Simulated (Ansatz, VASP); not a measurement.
# Two plane-wave programs on AlN

Contents of INCAR:

```
SYSTEM = AlN
PREC = Accurate ; ENCUT = 600
EDIFF = 1E-6 ; ISMEAR = 0
SIGMA = 0.02 ; LREAL = .False.
LASPH = .True. ; NELM = 120
ALGO = Normal ; ISIF = 2
LWAVE = .False. ; LCHARG = .False.
GGA = PS ; NBANDS = 11
GGA_COMPAT = .False.
```

Contents of KPOINTS:

```
regular mesh
0
Gamma
  10 10 10
  0 0 0
```

The input POSCAR:

```
AlN
1.0
    0.0000000000      2.0622903111      2.0622903111
    2.0622903111      0.0000000000      2.0622903111
    2.0622903111      2.0622903111      0.0000000000
Al N
1 1
Direct
    0.5000000000      0.5000000000      0.5000000000
    0.0000000000      0.0000000000      0.0000000000
```

Input for Ansatz:

```yaml
crystal:
  lattice:
    - [0.0, 2.0622903111, 2.0622903111]
    - [2.0622903111, 0.0, 2.0622903111]
    - [2.0622903111, 2.0622903111, 0.0]
  atoms:
    - { symbol: Al, position: [0.5, 0.5, 0.5] }
    - { symbol: "N", position: [0.0, 0.0, 0.0] }
basis:
  ecutwfc: 420
kpoints:
  mp_grid: { grid: [10, 10, 10] }
hamiltonian:
  xc: pbesol
  pseudopotentials: { kind: paw }
scf:
  occupations: { method: gaussian, width: 0.02 }
output:
  forces: true
  stress: true
  eigenvalues: true
```

Alike in both runs: task single point; functional PBEsol; k mesh 10 × 10 × 10; occupations gaussian, width 0.02 eV; no spin polarisation.

|  | VASP | Ansatz |
| --- | --- | --- |
| version | VASP 6.6.1 | Ansatz 0.2.0 |
| potentials or method | VASP PAW PBE potentials, release 64 (Al, N), cutoff 600 eV | scalar-relativistic, plane waves, PAW |
| valence electrons in the cell | 8 | 8 |

|  | VASP | Ansatz | Ansatz less VASP |
| --- | --- | --- | --- |
| gap on the k mesh at the Fermi level (eV) | 4.00 | 4.00 | +0.003 |
| least direct gap on the mesh (eV) | 4.84 | 4.82 | -0.018 |
| pressure (GPa) | -13.9 | -13.6 | +0.26 |

VASP's potentials were made for PBE, not for PBEsol. With one functional, cell and mesh, what is left measures potentials, basis and numerics.
